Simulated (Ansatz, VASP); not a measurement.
**Two plane-wave programs on TaN**

```
Ta N
1.0
     2.93994    0.00000    0.00000
    -1.46997    2.54606    0.00000
     0.00000    0.00000    2.89018
Ta N
1 1
Cartesian
  0.0000 0.0000 1.4451
  1.4700 0.8487 0.0000
```

Alike in both runs: task electric field gradients; functional PBE; k mesh 13 × 13 × 11; occupations fermi-dirac, width 0.05 eV; no spin polarisation.

|  | VASP | Ansatz |
| --- | --- | --- |
| version | VASP 6.6.1 | Ansatz 0.2.0 |
| potentials or method | VASP PAW PBE potentials, release 64 (Ta_sv_GW, N) | PAW with Ansatz's default frozen-core files, scalar-relativistic |
| plane-wave cutoff (eV) | 520 | 420 |
| valence electrons in the cell | 18 | 18 |

```csv
,VASP,Ansatz,Ansatz less VASP
pressure (GPa),3.0,3.3,+0.31
"traceless stress, the component that is largest in VASP (GPa)",-0.01,-0.09,-0.079
size of Vzz on the site where it differs most (V/Å²),36.0,54.1,+18.14
```

Neither program's run includes spin-orbit coupling.
